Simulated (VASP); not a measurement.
Wanted: the native input for a VASP 6.6.1 run.

```
Task                               : single point
Functional                         : PBE-based screened hybrid with 25 % exact exchange
Potentials or basis                : VASP PAW PBE potentials, release 64 (Au)
Cutoff                             : 520 eV
k mesh                             : 6 × 6 × 6
Occupations                        : fermi-dirac, width 0.05 eV
Spin                               : no spin polarisation
Dipole correction                  : no
Grid for exact exchange (PRECFOCK) : Normal
Share of exact exchange            : 0.25
Further INCAR settings             : ALGO = Normal; EDIFF = 1e-06; NBANDS = 12
Screening parameter                : 0.3 1/Å
```

The system is Au.

```
Au
1.0
    -1.64123    1.64123    1.64123
     1.64123   -1.64123    1.64123
     1.64123    1.64123   -1.64123
Au
1
Direct
  0.00000 0.00000 0.00000
```

This isn't the form of Au at room conditions, which is fcc.

One way to write it, as run:

POSCAR

```
Au
1.0
   -1.6412276704      1.6412276704      1.6412276704
    1.6412276704     -1.6412276704      1.6412276704
    1.6412276704      1.6412276704     -1.6412276704
Au
1
Direct
    0.0000000000      0.0000000000      0.0000000000
```

INCAR.step1

```
SYSTEM = Au
PREC = Accurate
ENCUT = 520
EDIFF = 1E-5
ISMEAR = -1
SIGMA = 0.05
LREAL = .False.
LASPH = .True.
NELM = 100
ALGO = Normal
ISIF = 2
LWAVE = .True.
GGA = PE
NBANDS = 12
```

INCAR.step2

```
SYSTEM = Au
PREC = Accurate
ENCUT = 520
EDIFF = 1E-6
ISMEAR = -1
SIGMA = 0.05
LREAL = .False.
LASPH = .True.
NELM = 100
ALGO = Normal
ISIF = 2
LWAVE = .False.
LCHARG = .True.
GGA = PE
LHFCALC = .True.
AEXX = 0.25
HFSCREEN = 0.3
PRECFOCK = Normal
LELF = .True.
LVHAR = .True.
ISTART = 1
NBANDS = 12
```

KPOINTS

```
regular mesh
0
Gamma
  6 6 6
  0 0 0
```

Potentials or basis: VASP PAW PBE potentials, release 64 (Au).

Launch:

```console
$ cat potpaw_PBE.64/Au/POTCAR > POTCAR
$ cp INCAR.step1 INCAR
$ mpirun -np 1 vasp_std > vasp.out
$ cp INCAR.step2 INCAR
$ mpirun -np 1 vasp_std > vasp.out
```

Results of the run:

```json
{"Pressure": "0.1 GPa", "Band gap on the k mesh": "zero (an odd number of electrons rules out a gap without spin polarisation)"}
```

Caveat: the k points lie up to 0.45 Å⁻¹ apart, too coarse for converged energies and pressures of a metal; the PAW data sets were made with another functional, which shifts forces and pressure a little; spin-orbit coupling is left out, which moves the levels of the heavy elements.

It took 7.6 min on 1 thread of Intel(R) Xeon(R) Platinum 8259CL CPU @ 2.50GHz (Skylake/Cascade Lake), with other jobs on the host, peak memory 0.25 GiB.
